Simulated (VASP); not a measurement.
TaN:

```
Ta N
1.0
     2.90862    0.00000    0.00000
    -1.45431    2.51894    0.00000
     0.00000    0.00000    2.88300
Ta N
1 1
Direct
  0.33333 0.66667 0.50000
  0.00000 0.00000 0.00000
```

This cell differs from its parent crystal: equal xx and yy strain of -1 %.

Base run:

* Program: VASP 6.6.1
* Functional: PBE
* Potentials or basis: VASP PAW PBE potentials, release 64 (Ta_pv, N)
* Cutoff: 520 eV
* k mesh: 12 × 12 × 10
* Occupations: fermi-dirac, width 0.02 eV
* Spin: no spin polarisation

Its results: band gap on the k mesh zero (bands 8 and 9 overlap by 0.47 eV); pressure 12.7 GPa.

Task: The run is repeated on the same cell with these changes: potentials or basis from VASP PAW PBE potentials, release 64 (Ta_pv, N) to VASP PAW PBE potentials, release 64 (Ta_sv_GW, N); further incar settings from ALGO = Normal; EDIFF = 1e-08; NBANDS = 15 to ALGO = Normal; EDIFF = 1e-08; NBANDS = 16; valence electrons from 16 to 18. What comes out?

Result: Band gap on the k mesh zero (bands 9 and 10 overlap by 0.46 eV); pressure 11.7 GPa.

Caveats: the cell stands under pressure; spin-orbit coupling is left out, which moves the levels of the heavy elements.
